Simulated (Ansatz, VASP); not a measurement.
# One calculation of HPbNO4, two programs

```
H Pb N O
1.0
     3.83118    0.00177   -0.03633
     0.17237    4.30527   -0.01636
     0.75294    0.83310    5.83718
H Pb N O
1 1 1 4
Direct
  0.61511 0.89559 0.19844
  0.64597 0.44651 0.91685
  0.71474 0.23810 0.50058
  0.16958 0.47007 0.77768
  0.62919 0.97045 0.49845
  0.56424 0.92583 0.03849
  0.78022 0.42250 0.31951
```

Change from the starting cell: volume scaled by 0.98.

Alike in both runs: task single point; functional PBE; k mesh 5 × 4 × 4; occupations fermi-dirac, width 0.05 eV; no spin polarisation.

|  | VASP | Ansatz |
| --- | --- | --- |
| version | VASP 6.6.1 | Ansatz 0.2.0 |
| potentials or method | VASP PAW PBE potentials, release 64 (H, Pb_d, N, O), cutoff 520 eV | all-electron LAPW, scalar-relativistic |

```csv
,VASP,Ansatz,Ansatz less VASP
gap on the k mesh at the Fermi level (eV),0.29,0.28,-0.006
least direct gap on the mesh (eV),0.48,0.47,-0.005
pressure (GPa),2.7,1.9,-0.72
"traceless stress, the component that is largest in VASP (GPa)",1.17,0.54,-0.637
rms of the force components (eV/Å),0.433,0.208,-0.2245
```

Atom by atom the forces differ by 0.229 eV/Å (rms over components). Ansatz ran all-electron here, and VASP with PAW potentials.

Spin-orbit coupling is off throughout. Noted on VASP's run: the standard files for N, O and F lose accuracy on very short bonds.
